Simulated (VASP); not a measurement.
Crystal: Sr4NbO.

```
Sr Nb O
1.0
     0.00000    4.31026    4.31026
     4.31026    0.00000    4.31026
     4.31026    4.31026    0.00000
Sr Nb O
4 1 1
Direct
  0.12500 0.62500 0.62500
  0.62500 0.62500 0.62500
  0.62500 0.12500 0.62500
  0.62500 0.62500 0.12500
  0.00000 0.00000 0.00000
  0.25000 0.25000 0.25000
```

- Program: VASP 6.6.1
- Task: relaxation of cell and atoms
- Functional: PBE
- Potentials or basis: VASP PAW PBE potentials, release 64 (Sr_sv, Nb_sv, O)
- Cutoff: 600 eV
- k mesh: 4 × 4 × 4
- Occupations: gaussian, width 0.1 eV
- Spin: collinear spin, ferrimagnetic start
- Starting moments: [0.05, 0.05, 0.05, 0.05, 3.62, -0.28] μB

At the start: pressure 8.7 GPa; volume 26.69 Å³/atom.

Question: Where does the relaxation end?

Answer: Over 7 steps the energy falls by 260.9 meV/atom and the volume is 39.41 Å³/atom (+47.7 %); space group F-43m (No. 216, to 0.05 Å); moment 4.31 μB per cell.

The path:
```tsv
step	energy change (eV)	largest force (eV/Å)	pressure (GPa)	volume (Å³)
1	0.0000	0.1529	8.74	160.16
2	-1.2327	0.1866	2.97	196.35
3	-1.5337	0.3212	0.61	224.81
4	-1.5500	0.3463	0.07	233.60
5	-1.5499	0.3505	-0.02	235.26
6	-1.5653	0.0455	-0.08	236.35
7	-1.5655	0.0076	-0.07	236.48
```

Final structure:
```
CELL_PARAMETERS angstrom
0.00000 4.90822 4.90822
4.90822 0.00000 4.90822
4.90822 4.90822 0.00000
ATOMIC_POSITIONS crystal
Sr 0.12382 0.62539 0.62539
Sr 0.62539 0.62539 0.62539
Sr 0.62539 0.12382 0.62539
Sr 0.62539 0.62539 0.12382
Nb 0.00000 0.00000 0.00000
O 0.25000 0.25000 0.25000
```

Caveat: the volume moved by over 15 % at a fixed basis, so the end points are rough.
